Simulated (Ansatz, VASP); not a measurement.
Tl2B in VASP and in Ansatz

```
Tl B
1.0
     1.98726    1.14734    5.14081
    -1.98726    1.14734    5.14081
     0.00000   -2.29469    5.14081
Tl B
2 1
Direct
  0.74687 0.74687 0.74687
  0.25313 0.25313 0.25313
  0.00000 0.00000 0.00000
```

Change from the starting cell: species swapped into the Ho2C type (R-3m, No. 166).

Alike in both runs: functional PBE; k mesh 12 × 12 × 12; occupations gaussian, width 0.1 eV; no spin polarisation.

Ansatz relaxed the structure, and its values are those at the end. VASP's run is a single point on that final structure, the one shown.

|  | VASP | Ansatz |
| --- | --- | --- |
| version | VASP 6.6.1 | Ansatz 0.2.0 |
| potentials or method | VASP PAW PBE potentials, release 64 (Tl_d, B), cutoff 520 eV | scalar-relativistic, plane waves, PAW |
| valence electrons in the cell | 29 | 29 |

|  | VASP | Ansatz | Ansatz less VASP |
| --- | --- | --- | --- |
| gap on the k mesh at the Fermi level (eV) | none | none | - |
| pressure (GPa) | 0.0 | 0.0 | +0.04 |

A gap of «none» marks a metal or a gap that the smearing closes. With one functional, cell and mesh, what is left measures potentials, basis and numerics.

Neither program's run includes spin-orbit coupling.
